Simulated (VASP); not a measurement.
Set up this calculation in VASP 6.6.1, as the native input.

```
Task                   : single point
Functional             : LDA
Potentials or basis    : VASP PAW LDA potentials, release 64 (Mo_sv)
Cutoff                 : 520 eV
k mesh                 : 24 × 24 × 24
Occupations            : gaussian, width 0.15 eV
Spin                   : no spin polarisation
Dipole correction      : no
Further INCAR settings : ALGO = Fast; EDIFF = 1e-07; NBANDS = 13
```

The structure of Mo lies in POSCAR:

```
Mo
1.0
   -1.7066507299      1.7066507299      1.3311875693
    1.7066507299     -1.7066507299      1.3311875693
    1.7066507299      1.7066507299     -1.3311875693
Mo
1
Direct
    0.0000000000      0.0000000000      0.0000000000
```

This cell differs from its parent crystal: ratio of the length along z to the lengths across it x 0.78, volume and fractional coordinates fixed.

These files were run (other wordings do the same):

INCAR

```
ALGO = Fast ; EDIFF = 1E-7
ENCUT = 520 ; ISIF = 2
ISMEAR = 0 ; LASPH = True
LCHARG = False ; LREAL = False
LWAVE = False ; NBANDS = 13
NELM = 100 ; PREC = Accurate
SIGMA = 0.15
```

KPOINTS

```
k-points
0
Gamma
  24 24 24
```

Potentials or basis: VASP PAW LDA potentials, release 64 (Mo_sv).

Run with:

```sh
$ cat potpaw_LDA.64/Mo_sv/POTCAR > POTCAR
$ mpirun -np 1 vasp_std > vasp.out
```

It gave:

```
Pressure               : -0.1 GPa
Band gap on the k mesh : zero (bands 7 and 8 overlap by 6.03 eV)
```

Caveat: the stress differs along the axes, from -9 to 19 GPa.

Run time: 5.2 min on 1 thread of Intel Xeon 8259CL, on a shared host, peak memory 0.29 GiB.
